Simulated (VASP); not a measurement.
# BaTiO3 (Barioperovskite) (Amm2) in VASP: further runs

Runs on BaTiO3 (Barioperovskite). Level: PBEsol. Tasks: relaxation of shape and atoms at fixed volume, relaxation of cell and atoms.

Everything below comes from runs of VASP 6.6.1. Logs are shortened: lines on timing, memory, paths and dates and some standing lists are left out, and cuts for length are marked.

## (1) The cell of the first run

The typed cell holds 5 atoms: a = 3.821 Å, b = 3.822 Å, c = 3.822 Å, α = 90.00°, β = 90.00°, γ = 90.00°.

## (2) Relaxation of shape and atoms at fixed volume, PBEsol (volume scaled by 0.880)

Contents of INCAR:

```
SYSTEM = BaTiO3
PREC = Accurate
ENCUT = 600
EDIFF = 1E-6
ISMEAR = 0
SIGMA = 0.05
LREAL = .FALSE.
LASPH = .TRUE.
NELM = 60
ALGO = Normal
ISIF = 4
LWAVE = .FALSE.
LCHARG = .FALSE.
GGA = PS
IBRION = 2
NSW = 60
EDIFFG = -0.01
```

Contents of KPOINTS:

```
Automatic mesh
0
G
  8 8 8
  0 0 0
```

Contents of POSCAR:

```
BaTiO3
1.0
    3.8213737120      0.0000000000      0.0000000000
    0.0000000000      2.7023894824      2.7024511153
    0.0000000000     -2.7023894824      2.7024511153
Ba Ti O
1 1 3
Direct
    0.0000000000     -0.0004845946     -0.0004845946
    0.5000000000      0.4998353572      0.4998353572
    0.0000000000      0.4991750060      0.4991750060
    0.5000000000      0.4991840050      0.9991702264
    0.5000000000      0.9991702264      0.4991840050
```

Potentials or basis: VASP PAW PBE potentials, release 64 (Ba_sv, Ti_sv, O).

Launch:

```bash
cat potpaw_PBE.64/Ba_sv/POTCAR potpaw_PBE.64/Ti_sv/POTCAR potpaw_PBE.64/O/POTCAR > POTCAR
mpirun -np 1 vasp_std > vasp.out
```

OUTCAR:

```text
SYSTEM = BaTiO3
   PREC = Accurate
   ENCUT = 600
   EDIFF = 1E-6
   ISMEAR = 0
   LREAL = .FALSE.
   LASPH = .TRUE.
   NELM = 60
   ISIF = 4
   GGA = PS
   IBRION = 2
   NSW = 60
   EDIFFG = -0.01

 ion  position               nearest neighbor table
   1  0.000  1.000  1.000-   3 2.70   4 2.70   5 2.70   4 2.70   5 2.70   3 2.70   3 2.70   5 2.70
                             4 2.70   5 2.70   4 2.70   3 2.70   2 3.31   2 3.31   2 3.31   2 3.31
   2  0.500  0.500  0.500-   4 1.91   5 1.91   3 1.91   3 1.91   5 1.91   4 1.91   1 3.31   1 3.31
                             1 3.31   1 3.31   1 3.31   1 3.31   1 3.31   1 3.31
   3  0.000  0.499  0.499-   2 1.91   2 1.91   1 2.70   1 2.70   1 2.70   1 2.70
   4  0.500  0.499  0.999-   2 1.91   2 1.91   1 2.70   1 2.70   1 2.70   1 2.70
   5  0.500  0.999  0.499-   2 1.91   2 1.91   1 2.70   1 2.70   1 2.70   1 2.70

  LATTYP: Found a base centered orthorhombic cell.
 ALAT       =     5.4047789648
 B/A-ratio  =     1.0000228068
 C/A-ratio  =     0.7070360762

  Lattice vectors:

 A1 = (   0.0000000000,   2.7023894824,  -2.7024511153)
 A2 = (   0.0000000000,   2.7023894824,   2.7024511153)
 A3 = (   3.8213737120,   0.0000000000,   0.0000000000)

Analysis of symmetry for initial positions (statically):
=====================================================================
 Subroutine PRICEL returns:
 Original cell was already a primitive cell.

 Routine SETGRP: Setting up the symmetry group for a
 base centered orthorhombic supercell.

 Subroutine GETGRP returns: Found  4 space group operations
 (whereof  4 operations were pure point group operations)
 out of a pool of  8 trial point group operations.

The static configuration has the point symmetry C_2v.

Analysis of symmetry for dynamics (positions and initial velocities):
=====================================================================
 Subroutine PRICEL returns:
 Original cell was already a primitive cell.

 Routine SETGRP: Setting up the symmetry group for a
 base centered orthorhombic supercell.

 Subroutine GETGRP returns: Found  4 space group operations
 (whereof  4 operations were pure point group operations)
 out of a pool of  8 trial point group operations.
[... 165 lines left out ...]
  Total       10.2630863     10.2514046     10.2489070      0.0000000      0.0000000      0.0000000
  in kB      294.6003565    294.2650355    294.1933399      0.0000000      0.0000000      0.0000000
  external PRESSURE =     294.3529106 kB  Pullay stress =       0.0000000 kB

 VOLUME and BASIS-vectors are now :
 -----------------------------------------------------------------------------
  energy-cutoff  :      600.00
  volume of cell :       55.82
      direct lattice vectors                 reciprocal lattice vectors
     3.821373712  0.000000000  0.000000000     0.261686000  0.000000000  0.000000000
     0.000000000  2.702389482  2.702451115     0.000000000  0.185021442  0.185017223
     0.000000000 -2.702389482  2.702451115     0.000000000 -0.185021442  0.185017223

 POSITION                                       TOTAL-FORCE (eV/Angst)
 -----------------------------------------------------------------------------------
      0.00000      0.00000      5.40228         0.000000     -0.000000     -0.003156
      1.91069      0.00000      2.70156         0.000000     -0.000000     -0.012571
      0.00000      0.00000      2.69799         0.000000     -0.000000      0.001097
      1.91069     -1.35116      4.04923         0.000000     -0.006466      0.007315
      1.91069      1.35116      4.04923         0.000000      0.006466      0.007315
 -----------------------------------------------------------------------------------
    total drift:                                0.000000      0.000000      0.000288

  FREE ENERGIE OF THE ION-ELECTRON SYSTEM (eV)
  ---------------------------------------------------
  free  energy   TOTEN  =       -41.3667076537 eV

  energy  without entropy=      -41.3667076537  energy(sigma->0) =      -41.36670765

--------------------------------------- Ionic step        2  -------------------------------------------

 number of electron      40.0000014 magnetization

 Free energy of the ion-electron system (eV)
  ---------------------------------------------------
  ext. energy  EPLUGINS =         0.00000000
  ---------------------------------------------------
  free energy    TOTEN  =       -41.36671974 eV

  energy without entropy =      -41.36671974  energy(sigma->0) =      -41.36671974

 E-fermi :   5.1505     XC(G=0): -12.2629

 val. band max:        4.8608400275   @ k =   0.0000   0.0000   0.0000
 cond. band min:       6.7801873562   @ k =   0.0000   0.0000   0.0000
 fundamental gap:      1.9193473287
 Fermi energy:         5.1505357417

 k-point     1 :       0.0000    0.0000    0.0000
  band No.  band energies     occupation
      1     -50.9264      2.00000
      2     -27.3496      2.00000
      3     -27.3496      2.00000
      4     -27.3496      2.00000
      5     -19.7082      2.00000
      6     -12.2441      2.00000
[... 637 lines left out ...]
     23       9.3950      0.00000
     24      10.8308      0.00000

 [... further k-points ...]
[... 5 lines left out ...]
  --------------------------------------------------------------------------------------
  -------------------------------------------------------------------------------------
  Total       10.2508360     10.2506614     10.2505771      0.0000000      0.0000000      0.0000000
  in kB      294.2487116    294.2437006    294.2412799      0.0000000      0.0000000      0.0000000
  external PRESSURE =     294.2445640 kB  Pullay stress =       0.0000000 kB

 VOLUME and BASIS-vectors are now :
 -----------------------------------------------------------------------------
  energy-cutoff  :      600.00
  volume of cell :       55.82
      direct lattice vectors                 reciprocal lattice vectors
     3.821691557  0.000000000  0.000000000     0.261664236  0.000000000  0.000000000
     0.000000000  2.702309666  2.702306171     0.000000000  0.185026907  0.185027147
     0.000000000 -2.702309666  2.702306171     0.000000000 -0.185026907  0.185027147

 POSITION                                       TOTAL-FORCE (eV/Angst)
 -----------------------------------------------------------------------------------
      0.00000      0.00000      5.40184         0.000000      0.000000     -0.003242
      1.91085      0.00000      2.70081         0.000000      0.000000     -0.007730
      0.00000      0.00000      2.69790         0.000000      0.000000      0.004630
      1.91085     -1.35143      4.04936         0.000000      0.001238      0.003171
      1.91085      1.35143      4.04936         0.000000     -0.001238      0.003171
 -----------------------------------------------------------------------------------
    total drift:                                0.000000      0.000000     -0.000811

  FREE ENERGIE OF THE ION-ELECTRON SYSTEM (eV)
  ---------------------------------------------------
  free  energy   TOTEN  =       -41.3667197450 eV

  energy  without entropy=      -41.3667197450  energy(sigma->0) =      -41.36671974

 reached required accuracy - stopping structural energy minimisation
```

OSZICAR:

```text
N       E                     dE             d eps       ncg     rms          rms(c)
DAV:   1     0.499895187780E+03    0.49990E+03   -0.23592E+04  5040   0.206E+03
DAV:   2     0.862270813024E+01   -0.49127E+03   -0.48253E+03  5840   0.538E+02
[... 13 lines left out ...]
   1 F= -.41366708E+02 E0= -.41366708E+02  d E =-.413667E+02
       N       E                     dE             d eps       ncg     rms          rms(c)
DAV:   1    -0.413666954971E+02    0.11869E-04   -0.44019E-03  5888   0.823E-01    0.143E-02
DAV:   2    -0.413667208316E+02   -0.25334E-04   -0.27826E-04  5400   0.126E-01    0.940E-03
DAV:   3    -0.413667202324E+02    0.59916E-06   -0.10139E-05  7112   0.225E-02    0.536E-03
DAV:   4    -0.413667197450E+02    0.48743E-06   -0.16797E-06  3816   0.130E-02
   2 F= -.41366720E+02 E0= -.41366720E+02  d E =-.120912E-04
```

CONTCAR:

```text
BaTiO3
   1.00000000000000
     3.8216915566443008    0.0000000000000000    0.0000000000000000
     0.0000000000000000    2.7023096656976944    2.7023061705309375
     0.0000000000000000   -2.7023096656976944    2.7023061705309375
  Ba              Ti              O
     1     1     3
Direct
     0.0000000000000000    0.9994872317353394    0.9994872317353394
     0.5000000000000000    0.4997231552287689    0.4997231552287689
     0.0000000000000000    0.4991847934005160    0.4991847934005160
     0.5000000000000000    0.4991915825140540    0.9992932371213119
     0.5000000000000000    0.9992932371213119    0.4991915825140540

  0.00000000E+00  0.00000000E+00  0.00000000E+00
  0.00000000E+00  0.00000000E+00  0.00000000E+00
  0.00000000E+00  0.00000000E+00  0.00000000E+00
  0.00000000E+00  0.00000000E+00  0.00000000E+00
  0.00000000E+00  0.00000000E+00  0.00000000E+00
```

It took 4.4 min on 1 thread of Oxide Virtual Turin-like, shared host; peak memory 0.28 GiB.

What came out:

```
Free energy                  : -41.3667 eV
Energy gained by relaxing    : 0.0 meV/atom
Ionic steps                  : 2
Pressure after relaxing      : 29.4 GPa
Largest force after relaxing : 0.008 eV/Å
Band gap on the k mesh       : 1.92 eV, direct
```

Forces in eV/Å, atoms in the order of the input:
```
Ba   0.000  0.000 -0.003
Ti   0.000  0.000 -0.008
O    0.000  0.000  0.005
O    0.000  0.001  0.003
O    0.000 -0.001  0.003
```

Final structure:
```cif
data_structure
_symmetry_space_group_name_H-M 'P 1'
_symmetry_Int_Tables_number 1
_cell_length_a 3.8217
_cell_length_b 3.8216
_cell_length_c 3.8216
_cell_angle_alpha 90.000
_cell_angle_beta 90.000
_cell_angle_gamma 90.000
_cell_volume 55.82
loop_
_atom_site_label
_atom_site_type_symbol
_atom_site_fract_x
_atom_site_fract_y
_atom_site_fract_z
_atom_site_occupancy
Ba1 Ba 0.00000 0.99949 0.99949 1
Ti1 Ti 0.50000 0.49972 0.49972 1
O1 O 0.00000 0.49918 0.49918 1
O2 O 0.50000 0.49919 0.99929 1
O3 O 0.50000 0.99929 0.49919 1
```

Levels at points of the mesh, in eV from the valence-band top:
```csv
k point,band 16,band 17,band 18,band 19,band 20,band 21,band 22,band 23,band 24
"(0.00, 0.00, 0.00)",-1.38,-1.38,0.00,0.00,0.00,1.92,1.92,1.92,4.80
"(0.50, 0.00, 0.00)",-2.17,-2.02,-2.02,-0.71,-0.71,2.16,4.20,4.20,4.96
"(0.00, 0.50, 0.00)",-2.17,-2.02,-2.02,-0.71,-0.71,2.16,4.20,4.20,4.96
"(0.50, 0.50, 0.00)",-3.31,-1.66,-0.77,-0.77,-0.14,4.22,4.22,4.67,6.01
"(0.00, 0.50, 0.50)",-3.31,-1.66,-0.77,-0.77,-0.14,4.22,4.22,4.67,6.01
"(0.50, 0.50, 0.50)",-2.29,-2.29,-0.03,-0.03,-0.03,5.07,5.07,5.07,7.27
```

Caveat: the cell differs from its parent crystal (volume scaled by 0.880); the PAW data sets were made with another functional, which shifts forces and pressure a little; spin-orbit coupling is left out, which moves the levels of the heavy elements. A k mesh can miss the band edges.

## (3) Relaxation of cell and atoms, PBEsol

This run uses another cell than the first one, of 12.87 Å³/atom, 1.153 times its volume.

Contents of INCAR:

```
SYSTEM = BaTiO3
PREC = Accurate ; ENCUT = 600
EDIFF = 1E-6 ; ISMEAR = 0
SIGMA = 0.05 ; LREAL = .False.
LASPH = .True. ; NELM = 60
ALGO = Normal ; ISIF = 3
LWAVE = .False. ; LCHARG = .False.
GGA = PS ; IBRION = 2
NSW = 80 ; EDIFFG = -0.01
```

Contents of KPOINTS:

```
Automatic mesh
0
Gamma
  8 8 8
  0 0 0
```

Contents of POSCAR:

```
BaTiO3
1.0
    3.9855000000      0.0000000000      0.0000000000
    0.0000000000      2.8369000000      2.8451500000
    0.0000000000     -2.8369000000      2.8451500000
Ba Ti O
1 1 3
Direct
    0.0000000000      0.0000000000      0.0000000000
    0.5000000000      0.5124000000      0.5124000000
    0.0000000000      0.4874000000      0.4874000000
    0.5000000000      0.5052400000      0.9918400000
    0.5000000000      0.9918400000      0.5052400000
```

Potentials or basis: VASP PAW PBE potentials, release 64 (Ba_sv, Ti_sv, O).

Launch:

```bash
cat potpaw_PBE.64/Ba_sv/POTCAR potpaw_PBE.64/Ti_sv/POTCAR potpaw_PBE.64/O/POTCAR > POTCAR
mpirun -np 1 vasp_std > vasp.out
```

It took 21 min on 1 thread of Oxide Virtual Turin-like, shared host; peak memory 0.31 GiB.

It converged, with:

```yaml
Free_energy: -42.0133 eV
Relaxed_volume: 12.83 Å³/atom
Relaxed_cell: a = 3.960 Å, b = 4.026 Å, c = 4.026 Å, α = 89.77°, β = 90.00°, γ = 90.00°
Space_group_after_relaxing_to_0.05_Å: Amm2 (No. 38)
Energy_gained_by_relaxing: 6.1 meV/atom
Ionic_steps: 15
Pressure_after_relaxing: 0.0 GPa
Largest_force_after_relaxing: 0.007 eV/Å
Band_gap_on_the_k_mesh: 2.10 eV, indirect (least direct gap 2.48 eV)
```

Forces on the atoms (eV/Å):
```
Ba   0.000  0.000  0.001
Ti   0.000  0.000 -0.004
O    0.000  0.000 -0.007
O    0.000 -0.004  0.005
O    0.000  0.004  0.005
```

Step by step:
```csv
step,energy change (eV),largest force (eV/Å),pressure (GPa),volume (Å³)
1,0.0000,0.2788,-2.28,64.34
2,-0.0074,0.1887,2.80,62.64
3,-0.0118,0.2063,0.81,63.28
4,-0.0195,0.1552,0.66,63.43
5,-0.0274,0.0857,0.38,63.83
6,-0.0275,0.0755,0.36,63.79
7,-0.0291,0.0985,-0.58,64.20
8,-0.0292,0.0948,-0.45,64.13
9,-0.0297,0.0378,0.43,63.91
10,-0.0299,0.0432,0.14,63.99
11,-0.0303,0.0238,0.09,64.06
12,-0.0304,0.0452,-0.01,64.17
13,-0.0304,0.0263,0.00,64.13
14,-0.0306,0.0120,0.01,64.16
15,-0.0306,0.0074,0.02,64.17
```

Final structure:
```
Ba Ti O
1.0
     3.95989    0.00000    0.00000
     0.00000    2.84085    2.85232
     0.00000   -2.84085    2.85232
Ba Ti O
1 1 3
Cartesian
  0.0000 0.0000 0.0385
  1.9799 0.0000 2.9710
  0.0000 0.0000 2.8047
  1.9799 -1.3911 4.2148
  1.9799 1.3911 4.2148
```

Levels at points of the mesh, in eV from the valence-band top:
```tsv
k point	band 17	band 18	band 19	band 20	band 21	band 22	band 23	band 24
(0.00, 0.00, 0.00)	-1.15	-0.48	-0.47	-0.38	2.10	2.29	2.37	4.37
(0.50, 0.00, 0.00)	-1.75	-1.63	-1.14	-1.01	2.49	3.68	3.83	4.35
(0.00, 0.50, 0.00)	-1.91	-1.74	-0.93	-0.78	2.33	3.71	3.74	4.35
(0.50, 0.50, 0.00)	-1.72	-0.94	-0.92	-0.09	3.76	3.78	4.12	4.89
(0.00, 0.50, 0.50)	-1.66	-0.93	-0.87	-0.24	3.72	3.76	4.05	5.15
(0.50, 0.50, 0.50)	-2.40	-0.16	-0.02	0.00	4.29	4.32	4.42	6.44
```

Caveat: the PAW data sets were made with another functional, which shifts forces and pressure a little; spin-orbit coupling is left out, which moves the levels of the heavy elements. A hybrid or GW would open this gap; PBEsol tends to underestimate it.

## (4) Relaxation of shape and atoms at fixed volume, PBEsol (volume scaled by 1.040)

Contents of INCAR:

```
SYSTEM = BaTiO3
ALGO = Normal ; EDIFF = 1E-6
EDIFFG = -0.01 ; ENCUT = 600
GGA = PS ; IBRION = 2
ISIF = 4 ; ISMEAR = 0
LASPH = .TRUE. ; LCHARG = .FALSE.
LREAL = .FALSE. ; LWAVE = .FALSE.
NELM = 80 ; NSW = 60
PREC = Accurate ; SIGMA = 0.05
```

Contents of KPOINTS:

```
k-points
0
G
  8 8 8
  0 0 0
```

Contents of POSCAR:

```
BaTiO3
1.0
    4.0018774638      0.0000000000      0.0000000000
    0.0000000000      2.8655524963      2.8760988731
    0.0000000000     -2.8655524963      2.8760988731
Ba Ti O
1 1 3
Direct
    0.0000000000      0.0070717264      0.0070717264
    0.5000000000      0.5198413058      0.5198413058
    0.0000000000      0.4914238104      0.4914238104
    0.5000000000      0.4937329499      0.9848102075
    0.5000000000      0.9848102075      0.4937329499
```

Launch:

```bash
cat potpaw_PBE.64/Ba_sv/POTCAR potpaw_PBE.64/Ti_sv/POTCAR potpaw_PBE.64/O/POTCAR > POTCAR
mpirun -np 1 vasp_std > vasp.out
```

Wall time 11 min (1 thread of Oxide Virtual Turin-like, shared host); peak memory 0.31 GiB.

Results (log left out):

```yaml
Free_energy: -41.9993 eV
Energy_gained_by_relaxing: 2.4 meV/atom
Ionic_steps: 8
Pressure_after_relaxing: -3.0 GPa
Largest_force_after_relaxing: 0.008 eV/Å
Band_gap_on_the_k_mesh: 2.23 eV, indirect (least direct gap 2.71 eV)
```

Forces in eV/Å, atoms in the order of the input:
```
Ba   0.000  0.000  0.005
Ti   0.000  0.000 -0.002
O    0.000  0.000 -0.002
O    0.000  0.008  0.000
O    0.000 -0.008  0.000
```

Stress tensor (GPa, compression positive):
```
-3.10  0.00  0.00
 0.00 -2.91  0.00
 0.00  0.00 -2.99
```

Step by step:
| step | energy change (eV) | largest force (eV/Å) | pressure (GPa) | volume (Å³) |
| --- | --- | --- | --- | --- |
| 1 | 0.0000 | 0.2810 | -4.77 | 65.96 |
| 2 | -0.0077 | 0.1419 | -3.96 | 65.96 |
| 3 | -0.0089 | 0.0527 | -3.45 | 65.96 |
| 4 | -0.0109 | 0.0602 | -3.19 | 65.96 |
| 5 | -0.0115 | 0.0676 | -2.97 | 65.96 |
| 6 | -0.0119 | 0.0372 | -3.05 | 65.96 |
| 7 | -0.0120 | 0.0323 | -3.10 | 65.96 |
| 8 | -0.0121 | 0.0075 | -3.00 | 65.96 |

Final structure:
```
Ba Ti O
1.0
     3.97127    0.00000    0.00000
     0.00000    2.87171    2.89205
     0.00000   -2.87171    2.89205
Ba Ti O
1 1 3
Cartesian
  0.0000 0.0000 0.0536
  1.9856 0.0000 3.0388
  0.0000 0.0000 2.8317
  1.9856 -1.3938 4.2590
  1.9856 1.3938 4.2590
```

Levels at points of the mesh, in eV from the valence-band top:
| k point | band 18 | band 19 | band 20 | band 21 | band 22 | band 23 |
| --- | --- | --- | --- | --- | --- | --- |
| (0.00, 0.00, 0.00) | -0.63 | -0.58 | -0.49 | 2.23 | 2.49 | 2.56 |
| (0.50, 0.00, 0.00) | -1.54 | -1.28 | -1.13 | 2.65 | 3.64 | 3.86 |
| (0.00, 0.50, 0.00) | -1.70 | -1.02 | -0.81 | 2.47 | 3.70 | 3.72 |
| (0.50, 0.50, 0.00) | -0.98 | -0.94 | -0.08 | 3.75 | 3.77 | 4.09 |
| (0.00, 0.50, 0.50) | -0.97 | -0.87 | -0.31 | 3.69 | 3.76 | 3.98 |
| (0.50, 0.50, 0.50) | -0.23 | -0.03 | 0.00 | 4.19 | 4.24 | 4.38 |

Caveat: the cell differs from its parent crystal (volume scaled by 1.040); the PAW data sets were made with another functional, which shifts forces and pressure a little; spin-orbit coupling is left out, which moves the levels of the heavy elements. A k mesh can miss the band edges.

## (5) Summary

| task | cell | gap on the mesh (eV) | pressure (GPa) | largest force (eV/Å) |
| --- | --- | --- | --- | --- |
| relaxation of shape and atoms at fixed volume | relaxed from a = 3.821 Å, 5 atoms | 1.92 | 29.4 | 0.01 |
| relaxation of cell and atoms | relaxed from a = 3.986, b = 4.018, c = 4.018 Å, angles 89.8, 90.0, 90.0°, 5 atoms | 2.10 | 0.0 | 0.01 |
| relaxation of shape and atoms at fixed volume | relaxed from a = 4.002, b = 4.060, c = 4.060 Å, angles 89.8, 90.0, 90.0°, 5 atoms | 2.23 | -3.0 | 0.01 |

Alike in all rows: level PBEsol; potentials or basis VASP PAW PBE potentials, release 64 (Ba_sv, Ti_sv, O); no spin polarisation; k mesh 8 × 8 × 8; cutoff (eV) 600; smearing gaussian 0.05 eV.

Caveats: the PAW data sets were made with another functional, which shifts forces and pressure a little; spin-orbit coupling is left out, which moves the levels of the heavy elements.

Absolute energies hang on the potentials; compare differences alone.
